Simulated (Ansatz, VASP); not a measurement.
**One calculation of AlGa3N4, two programs**

File INCAR:

```
SYSTEM = AlGa3N4
PREC = Accurate ; ENCUT = 520
EDIFF = 1E-7 ; ISMEAR = 0
SIGMA = 0.05 ; LREAL = .FALSE.
LASPH = .TRUE. ; NELM = 60
ALGO = Normal ; ISIF = 2
LWAVE = .FALSE. ; LCHARG = .TRUE.
GGA = CA ; LELF = .TRUE.
LVHAR = .TRUE. ; NBANDS = 41
```

The input KPOINTS:

```
regular mesh
0
G
  6 6 6
  0 0 0
```

Contents of POSCAR:

```
AlGa3N4
1.0
    4.3094244656      0.1326812107      0.1326812107
    0.1326812107      4.3094244656      0.1326812107
    0.1326812107      0.1326812107      4.3094244656
Al Ga N
1 3 4
Direct
    0.0000000000      0.0000000000      0.0000000000
    0.5000000000      0.5000000000      0.0000000000
    0.5000000000      0.0000000000      0.5000000000
    0.0000000000      0.5000000000      0.5000000000
    0.7548078379      0.7548078379      0.2451921621
    0.7548078379      0.2451921621      0.7548078379
    0.2451921621      0.7548078379      0.7548078379
    0.2451921621      0.2451921621      0.2451921621
```

Input for Ansatz:

```yaml
crystal:
  lattice:
    - [4.3094244656, 0.1326812107, 0.1326812107]
    - [0.1326812107, 4.3094244656, 0.1326812107]
    - [0.1326812107, 0.1326812107, 4.3094244656]
  atoms:
    - { symbol: Al, position: [0.0, 0.0, 0.0] }
    - { symbol: Ga, position: [0.5, 0.5, 0.0] }
    - { symbol: Ga, position: [0.5, 0.0, 0.5] }
    - { symbol: Ga, position: [0.0, 0.5, 0.5] }
    - { symbol: "N", position: [0.7548078379, 0.7548078379, 0.2451921621] }
    - { symbol: "N", position: [0.7548078379, 0.2451921621, 0.7548078379] }
    - { symbol: "N", position: [0.2451921621, 0.7548078379, 0.7548078379] }
    - { symbol: "N", position: [0.2451921621, 0.2451921621, 0.2451921621] }
basis:
  ecutwfc: 520.0
kpoints:
  mp_grid: { grid: [6, 6, 6] }
hamiltonian:
  xc: lda
  pseudopotentials: { kind: paw, azcp: { folder: soft_1 } }
scf:
  occupations: { method: gaussian, width: 0.05 }
output:
  forces: true
  stress: true
  eigenvalues: true
```

Alike in both runs: task single point; functional LDA; k mesh 6 × 6 × 6; occupations gaussian, width 0.05 eV; no spin polarisation.

|  | VASP | Ansatz |
| --- | --- | --- |
| version | VASP 6.6.1 | Ansatz 0.2.0 |
| potentials or method | VASP PAW LDA potentials, release 64 (Al, Ga_d, N), cutoff 520 eV | scalar-relativistic, plane waves, PAW |
| valence electrons in the cell | 62 | 62 |

|  | VASP | Ansatz | Ansatz less VASP |
| --- | --- | --- | --- |
| gap on the k mesh at the Fermi level (eV) | 2.68 | 2.68 | -0.002 |
| least direct gap on the mesh (eV) | 2.68 | 2.68 | -0.002 |
| pressure (GPa) | 24.5 | 23.1 | -1.45 |
| traceless stress, the component that is largest in VASP (GPa) | -15.46 | -15.23 | +0.237 |
| rms of the force components (eV/Å) | 0.680 | 0.653 | -0.0271 |

Ansatz warns that its potentials were made for another functional, while VASP's fit it. LDA's correlation is that of Perdew and Zunger in VASP and of Perdew and Wang (1992) in Ansatz. Atom by atom the forces differ by 0.029 eV/Å (rms over components).
